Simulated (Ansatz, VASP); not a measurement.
# GdO: VASP beside Ansatz

```
CELL_PARAMETERS angstrom
3.06279 0.00000 0.00000
0.00000 3.06279 0.00000
0.00000 0.00000 3.06279
ATOMIC_POSITIONS crystal
Gd 0.00000 0.00000 0.00000
O 0.50000 0.50000 0.50000
```

Alike in both runs: task single point; functional r2SCAN; k mesh 12 × 12 × 12; occupations gaussian, width 0.05 eV; collinear spin.

|  | VASP | Ansatz |
| --- | --- | --- |
| version | VASP 6.6.1 | Ansatz 0.2.0 |
| potentials or method | VASP PAW PBE potentials, release 64 (Gd, O), cutoff 520 eV | scalar-relativistic, plane waves, PAW |
| valence electrons in the cell | 24 | 24 |

```tsv
	VASP	Ansatz	Ansatz less VASP
gap on the k mesh at the Fermi level (eV)	none	none	-
pressure (GPa)	-6.4	-6.4	+0.04
net moment per atom (μB)	3.89	3.90	+0.003
size of the moment on the site where the two differ most (μB)	7.20	7.34	+0.137
```

VASP's potentials were made for PBE, not for r2SCAN. Site moments also hang on the region over which each program counts them. A gap of «none» marks a metal or a gap that the smearing closes. Ansatz's warnings: given moment on shells, stability check not made.

Spin-orbit coupling is off throughout.
